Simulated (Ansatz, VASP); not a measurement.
**BAs: VASP beside Ansatz**

INCAR

```
SYSTEM = BAs
ALGO = Normal
EDIFF = 1E-8
ENCUT = 520
ISIF = 2
ISMEAR = -1
LASPH = .True.
LCHARG = .False.
LEFG = .True.
LREAL = .False.
LWAVE = .False.
NBANDS = 11
NELM = 60
PREC = Accurate
SIGMA = 0.03
```

Contents of KPOINTS:

```
k-points
0
Gamma
  15 15 15
  0 0 0
```

POSCAR

```
BAs
1.0
    0.0000000000      2.4199312360      2.4199312360
    2.4199312360      0.0000000000      2.4199312360
    2.4199312360      2.4199312360      0.0000000000
B As
1 1
Direct
    0.0000000000      0.0000000000      0.0000000000
    0.7500000000      0.7500000000      0.7500000000
```

Input for Ansatz:

```yaml
crystal:
  lattice:
    - [0.0, 2.419931236, 2.419931236]
    - [2.419931236, 0.0, 2.419931236]
    - [2.419931236, 2.419931236, 0.0]
  atoms:
    - { symbol: B, position: [0.0, 0.0, 0.0] }
    - { symbol: As, position: [0.75, 0.75, 0.75] }
kpoints:
  mp_grid: { grid: [15, 15, 15] }
scf:
  occupations: { method: fermi_dirac, width: 0.03 }
hamiltonian:
  xc: lda
  pseudopotentials: { kind: paw }
output:
  forces: true
  stress: true
  eigenvalues: true
  efg: { contact_densities: true }
```

Change from the starting cell: volume scaled by 1.04, PAW files.

Alike in both runs: task electric field gradients; functional LDA; k mesh 15 × 15 × 15; occupations fermi-dirac, width 0.03 eV; no spin polarisation.

|  | VASP | Ansatz |
| --- | --- | --- |
| version | VASP 6.6.1 | Ansatz 0.2.0 |
| potentials or method | VASP PAW LDA potentials, release 64 (B, As) | PAW with Ansatz's default frozen-core files, scalar-relativistic |
| plane-wave cutoff (eV) | 520 | 420 |
| valence electrons in the cell | 8 | 18 |

```tsv
	VASP	Ansatz	Ansatz less VASP
gap on the k mesh at the Fermi level (eV)	1.16	1.16	+0.007
pressure (GPa)	-7.9	-8.6	-0.70
```

LDA's correlation is that of Perdew and Zunger in VASP and of Perdew and Wang (1992) in Ansatz. VASP's potentials hold 8 valence electrons a cell and Ansatz's 18, so a difference there can come from the potentials and not from the codes.
